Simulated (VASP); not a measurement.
# GdN (P1) in VASP: single point with PBE

Aim: the single point of GdN with PBE.

All numbers are computed with VASP 6.6.1; they aren't measurements. Logs are shortened: lines on timing, memory, paths and dates and some standing lists are left out, and cuts for length are marked.

## 1. The cell of the first run

The typed cell holds 2 atoms: a = 3.351 Å, b = 3.536 Å, c = 3.586 Å, α = 60.51°, β = 60.29°, γ = 60.27°.

## 2. Single point, PBE, collinear spin, ferromagnetic start

Contents of POSCAR:

```
GdN
1.0
    0.0615430000      2.3769860000      2.3608500000
    2.5370750000     -0.0398290000      2.4622210000
    2.5642640000      2.5055470000     -0.0670180000
Gd N
1 1
Direct
    0.0035240000      0.9368870000      0.0523470000
    0.4121170000      0.5475000000      0.4694100000
```

Contents of INCAR.step1:

```
SYSTEM = GdN
  ALGO = Normal
  EDIFF = 1E-6
  ENCUT = 520
  GGA = PE
  ISIF = 2
  ISMEAR = -1
  ISPIN = 2
  LASPH = .TRUE.
  LCHARG = .TRUE.
  LMAXMIX = 6
  LREAL = .FALSE.
  LWAVE = .FALSE.
  MAGMOM = 7.29 -0.08
  NBANDS = 22
  NELM = 150
  PREC = Accurate
  SIGMA = 0.1
```

Contents of KPOINTS.step1:

```
Automatic mesh
0
Gamma
  7 6 6
  0.5 0.5 0
```

Contents of INCAR.step2:

```
SYSTEM = GdN
  ALGO = Normal
  EDIFF = 1E-6
  ENCUT = 520
  GGA = PE
  ICHARG = 11
  ISIF = 2
  ISMEAR = -5
  ISPIN = 2
  LASPH = .TRUE.
  LCHARG = .FALSE.
  LMAXMIX = 6
  LORBIT = 11
  LREAL = .FALSE.
  LWAVE = .FALSE.
  MAGMOM = 7.29 -0.08
  NEDOS = 1001
  NELM = 150
  PREC = Accurate
  SIGMA = 0.1
```

Contents of KPOINTS.step2:

```
k-points
0
G
  11 9 9
  0 0 0
```

Potentials or basis: VASP PAW PBE potentials, release 64 (Gd, N).

Run with:

```
cat potpaw_PBE.64/Gd/POTCAR potpaw_PBE.64/N/POTCAR > POTCAR
cp INCAR.step1 INCAR
cp KPOINTS.step1 KPOINTS
mpirun -np 1 vasp_std > vasp.out
cp INCAR.step2 INCAR
cp KPOINTS.step2 KPOINTS
mpirun -np 1 vasp_std > vasp.out
```

OUTCAR:

```text
SYSTEM = GdN
   EDIFF = 1E-6
   ENCUT = 520
   GGA = PE
   ICHARG = 11
   ISIF = 2
   ISMEAR = -5
   ISPIN = 2
   LASPH = .TRUE.
   LORBIT = 11
   LREAL = .FALSE.
   NELM = 150
   PREC = Accurate

 ion  position               nearest neighbor table
   1  0.004  0.937  0.052-   2 2.03   2 2.41   2 2.50   2 2.56   2 2.61
   2  0.412  0.547  0.469-   1 2.03   1 2.41   1 2.50   1 2.56   1 2.61

  Warning from LATTYP: Got some problem with cell dimensions!
  Tried to take original basis but could not verify dimensions!
  LATTYP: Found a triclinic cell.
 ALAT       =     6.1744063275
 B/A-ratio  =     0.5811758469
 C/A-ratio  =     1.3346603984
 COS(alpha) =     0.0038656325
 COS(beta)  =     0.4559592020
 COS(gamma) =     0.8761677891

  Lattice vectors:

 A1 = (  -2.5299100000,  -2.6739370000,   4.9571070000)
 A2 = (  -0.0271890000,  -2.5453760000,   2.5292390000)
 A3 = (  -4.9167100000,   4.6652400000,   4.6873470000)

Analysis of symmetry for initial positions (statically):
=====================================================================
 Subroutine PRICEL returns:
 Original cell was already a primitive cell.

 Routine SETGRP: Setting up the symmetry group for a
 triclinic supercell.

 Subroutine GETGRP returns: Found  1 space group operations
 (whereof  1 operations were pure point group operations)
 out of a pool of  2 trial point group operations.

The static configuration has the point symmetry C_1 .

Analysis of symmetry for dynamics (positions and initial velocities):
=====================================================================
 Subroutine PRICEL returns:
 Original cell was already a primitive cell.

 Routine SETGRP: Setting up the symmetry group for a
 triclinic supercell.

 Subroutine GETGRP returns: Found  1 space group operations
 (whereof  1 operations were pure point group operations)
 out of a pool of  2 trial point group operations.

The dynamic configuration has the point symmetry C_1 .

Analysis of structural, dynamic, and magnetic symmetry:
=====================================================================
 Subroutine PRICEL returns:
 Original cell was already a primitive cell.

 Routine SETGRP: Setting up the symmetry group for a
 triclinic supercell.

 Subroutine GETGRP returns: Found  1 space group operations
 (whereof  1 operations were pure point group operations)
 out of a pool of  2 trial point group operations.

The overall configuration has the point symmetry C_1 .

 Subroutine INISYM returns: Found  1 space group operations
 (whereof  1 operations are pure point group operations),
 and found     1 'primitive' translations

----------------------------------------------------------------------------------------

                                     Primitive cell

  volume of cell :      30.2809

  direct lattice vectors                    reciprocal lattice vectors
     0.061543000  2.376986000  2.360850000    -0.203644544  0.214122209  0.213299194
     2.537075000 -0.039829000  2.462221000     0.200605675 -0.200058983  0.196196932
     2.564264000  2.505547000 -0.067018000     0.196384324  0.192798761 -0.199235884

  length of vectors
     3.350740621  3.535656680  3.585764499     0.364439250  0.344614959  0.339754474

  position of ions in fractional coordinates (direct lattice)
     0.003524000  0.936887000  0.052347000
     0.412117000  0.547500000  0.469410000

  ion indices of the primitive-cell ions
   primitive index   ion index
                 1           1
                 2           2

----------------------------------------------------------------------------------------

 KPOINTS: k-points

Automatic generation of k-mesh.
 Grid dimensions read from file:
 generate k-points for:   11    9    9

 Generating k-lattice:

  Cartesian coordinates                     Fractional coordinates (reciprocal lattice)
    -0.018513140  0.019465655  0.019390836     0.090909091  0.000000000  0.000000000
     0.022289519 -0.022228776  0.021799659     0.000000000  0.111111111  0.000000000
     0.021820480  0.021422085 -0.022137320    -0.000000000  0.000000000  0.111111111

  Length of vectors
     0.033130841  0.038290551  0.037750497

  Shift w.r.t. Gamma in fractional coordinates (k-lattice)
     0.000000000  0.000000000  0.000000000

 TETIRR: Found   2670 inequivalent tetrahedra from     5346

 Subroutine IBZKPT returns following result:
 ===========================================

 Found    446 irreducible k-points:

 Following reciprocal coordinates:
            Coordinates               Weight
  0.000000  0.000000  0.000000      1.000000
  0.090909 -0.000000  0.000000      2.000000
  0.181818 -0.000000  0.000000      2.000000
  0.272727 -0.000000  0.000000      2.000000
  0.363636 -0.000000 -0.000000      2.000000
  0.454545  0.000000  0.000000      2.000000
[... 16 lines left out ...]
  0.454545  0.222222  0.000000      2.000000
 -0.454545  0.222222  0.000000      2.000000
 [... further k-points ...]
   k-points           NKPTS =    446   k-points in BZ     NKDIM =    446   number of bands    NBANDS=     19
   number of dos      NEDOS =   1001   number of ions     NIONS =      2
   total plane-waves  NPLWV =  21952
   dimension x,y,z NGX =    28 NGY =   28 NGZ =   28
   dimension x,y,z NGXF=    56 NGYF=   56 NGZF=   56
   ions per type =               1   1
   NGX,Y,Z   is equivalent  to a cutoff of  13.89, 13.17, 12.98 a.u.
   NGXF,Y,Z  is equivalent  to a cutoff of  27.78, 26.33, 25.96 a.u.
 SYSTEM =  GdN
   PREC   = accura    normal or accurate (medium, high low for compatibility)
   ISTART =      0    job   : 0-new  1-cont  2-samecut
   ICHARG =     11    charge: 1-file 2-atom 10-const
   ISPIN  =      2    spin polarized calculation?
   LNONCOLLINEAR =      F non collinear calculations
   LSORBIT =      F    spin-orbit coupling
   LASPH  =      T    aspherical Exc in radial PAW
   ENCUT  =  520.0 eV  38.22 Ry    6.18 a.u.   6.23  6.57  6.67*2*pi/ulx,y,z
   NELM   =    150;   NELMIN=  2; NELMDL=  0     # of ELM steps
   EDIFF  = 0.1E-05   stopping-criterion for ELM
   LREAL  =      F    real-space projection
   EDIFFG = 0.1E-04   stopping-criterion for IOM
   NSW    =      0    number of steps for IOM
   IBRION =     -1    ionic relax: 0-MD 1-quasi-New 2-CG
   NFREE  =      0    steps in history (QN), initial steepest desc. (CG)
   ISIF   =      2    stress and relaxation
   ISYM   =      2    0-nonsym 1-usesym 2-fastsym
   POTIM  = 0.5000    time-step for ionic-motion
   TEBEG  =    0.0;   TEEND  =   0.0 temperature during run
   PSTRESS=    0.0 pullay stress
   NELECT =      23.0000    total number of electrons
   NUPDOWN=      -1.0000    fix difference up-down
   EMIN   =  10.00;   EMAX   =-10.00  energy-range for DOS
   EFERMI =   0.00;   METHOD = LEGACY
   ISMEAR =    -5;   SIGMA  =   0.10  broadening in eV -4-tet -1-fermi 0-gaus
   EFERMI_NEDOS =   21; number of points for ismear=-14 and -15
   IALGO  =     38    algorithm
   IMIX   =      4    mixing-type and parameters
     AMIX     =   0.40;   BMIX     =  1.00
     AMIX_MAG =   1.60;   BMIX_MAG =  1.00
  volume/ion in A,a.u.               =      15.14       102.17
  Fermi-wavevector in a.u.,A,eV,Ry     =   1.493692  2.822669 30.356188  2.231117
  Thomas-Fermi vector in A             =   2.606060
   LORBIT       =     11    0 simple, 1 ext, 2 COOP (PROOUT), +10 PAW based schemes
   GGA     = PE    functional components
   LHFCALC =     F    Hartree Fock is set to
   AEXX    =    0.0000 exact exchange contribution
   IVDW    =     0    specifies the selected vdW correction
   LEPSILON=     F    determine dielectric tensor
   LRPA    =     F    only Hartree local field effects (RPA)
 spin polarized calculation
 Fermi weights with tetrahedron method with Bloechl corrections
  energy-cutoff  :      520.00
  volume of cell :       30.28
 maximum number of plane-waves:       833
 NGX is ok and might be reduce to    28

 number of electron      22.9999999 magnetization       6.9995041

 Free energy of the ion-electron system (eV)
  ---------------------------------------------------
  ext. energy  EPLUGINS =         0.00000000
  ---------------------------------------------------
  free energy    TOTEN  =       -22.69085152 eV

  energy without entropy =      -22.69085152  energy(sigma->0) =      -22.69085152

 E-fermi :   4.0105     XC(G=0): -11.6271

 val. band max:        4.0032363895   @ k =  -0.0909   0.3333   0.4444
 cond. band min:       4.1465873193   @ k =   0.4545  -0.0000   0.4444
 fundamental gap:      0.1433509299
 Fermi energy:         4.0105107382

 spin component 1

 k-point     1 :       0.0000    0.0000    0.0000
  band No.  band energies     occupation
      1     -39.5156      1.00000
      2     -16.7934      1.00000
      3     -16.5140      1.00000
      4     -16.4678      1.00000
      5      -8.9578      1.00000
      6       0.5160      1.00000
[... 11 lines left out ...]
     18       8.0706      0.00000
     19       8.5170      0.00000
[... 485 lines left out ...]
 k-point    24 :      -0.4545    0.2222    0.0000
  band No.  band energies     occupation
      1     -39.3701      1.00000
      2     -17.8091      1.00000
      3     -16.9721      1.00000
      4     -16.8429      1.00000
      5      -7.7444      1.00000
      6       0.2395      1.00000
[... 11 lines left out ...]
     18      10.8617      0.00000
     19      11.6251      0.00000

 [... further k-points ...]

 spin component 2

 k-point     1 :       0.0000    0.0000    0.0000
  band No.  band energies     occupation
      1     -36.4421      1.00000
      2     -14.6632      1.00000
      3     -14.2935      1.00000
      4     -14.2372      1.00000
      5      -8.8052      1.00000
      6       2.3024      1.00000
[... 11 lines left out ...]
     18       9.0715      0.00000
     19       9.4033      0.00000
[... 485 lines left out ...]
 k-point    24 :      -0.4545    0.2222    0.0000
  band No.  band energies     occupation
      1     -36.2554      1.00000
      2     -15.9549      1.00000
      3     -14.8590      1.00000
      4     -14.6884      1.00000
      5      -7.5133      1.00000
      6       0.7173      1.00000
[... 11 lines left out ...]
     18      11.9477      0.00000
     19      12.5069      0.00000

 [... further k-points ...]
[... 5 lines left out ...]
  --------------------------------------------------------------------------------------
  -------------------------------------------------------------------------------------
  Total       -0.0758286      7.0344502      1.0137797     -0.2530403      1.1028540     -0.1762956
  in kB       -4.0121292    372.1961554     53.6395721    -13.3884854     58.3525385     -9.3278864
  external PRESSURE =     140.6078661 kB  Pullay stress =       0.0000000 kB

 VOLUME and BASIS-vectors are now :
 -----------------------------------------------------------------------------
  energy-cutoff  :      520.00
  volume of cell :       30.28
      direct lattice vectors                 reciprocal lattice vectors
     0.061543000  2.376986000  2.360850000    -0.203644544  0.214122209  0.213299194
     2.537075000 -0.039829000  2.462221000     0.200605675 -0.200058983  0.196196932
     2.564264000  2.505547000 -0.067018000     0.196384324  0.192798761 -0.199235884

 POSITION                                       TOTAL-FORCE (eV/Angst)
 -----------------------------------------------------------------------------------
      2.51140      0.10222      2.31163        -0.085549     -3.121811      0.167510
      2.61810      2.13392      2.28955         0.085549      3.121811     -0.167510
 -----------------------------------------------------------------------------------
    total drift:                                0.000597      0.000145     -0.000087

  FREE ENERGIE OF THE ION-ELECTRON SYSTEM (eV)
  ---------------------------------------------------
  free  energy   TOTEN  =       -22.6908515225 eV

  energy  without entropy=      -22.6908515225  energy(sigma->0) =      -22.69085152

 total charge

# of ion       s       p       d       f       tot
--------------------------------------------------
    1        2.045   5.659   0.646   7.022  15.371
    2        1.264   2.433   0.000   0.000   3.697
--------------------------------------------------
tot          3.308   8.092   0.646   7.022  19.068

 magnetization (x)

# of ion       s       p       d       f       tot
--------------------------------------------------
    1       -0.002  -0.077   0.084   6.777   6.782
    2       -0.007  -0.060   0.000   0.000  -0.067
--------------------------------------------------
tot         -0.009  -0.137   0.084   6.777   6.715
```

Run time: 21 min. Hardware: 1 thread of Intel Xeon 8259CL, shared host; peak memory 0.54 GiB.

Results:

* Net moment: 7.00 μB per cell
* Site moments: Gd +6.78; N -0.07 μB
* Valence electrons inside the program's atomic spheres: Gd 15.37; N 3.70

Caveat: spin-orbit coupling is left out, which moves the levels of the heavy elements; a cell with one magnetic atom can't hold antiferromagnetic order, which such compounds often take; semilocal functionals describe open f shells poorly, which spoils levels, moments and volumes.
